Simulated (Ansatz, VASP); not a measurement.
Two plane-wave programs on CaC2

```
Ca C
1.0
     1.82975    1.05641    4.46489
    -1.82975    1.05641    4.46489
     0.00000   -2.11281    4.46489
Ca C
1 2
Direct
  0.00000 0.00000 0.00000
  0.55292 0.55292 0.55292
  0.44709 0.44709 0.44709
```

Alike in both runs: task single point; functional LDA; k mesh 9 × 9 × 9; occupations gaussian, width 0.05 eV; no spin polarisation.

|  | VASP | Ansatz |
| --- | --- | --- |
| version | VASP 6.6.1 | Ansatz 0.2.0 |
| potentials or method | VASP PAW LDA potentials, release 64 (Ca_sv, C), cutoff 520 eV | scalar-relativistic, plane waves, PAW |
| valence electrons in the cell | 18 | 18 |

```tsv
	VASP	Ansatz	Ansatz less VASP
gap on the k mesh at the Fermi level (eV)	1.47	1.47	+0.001
least direct gap on the mesh (eV)	2.00	2.00	+0.002
pressure (GPa)	-15.3	-15.6	-0.31
traceless stress, the component that is largest in VASP (GPa)	-32.95	-33.17	-0.228
rms of the force components (eV/Å)	3.805	3.832	+0.0276
```

LDA's correlation is that of Perdew and Zunger in VASP and of Perdew and Wang (1992) in Ansatz. Atom by atom the forces differ by 0.028 eV/Å (rms over components).
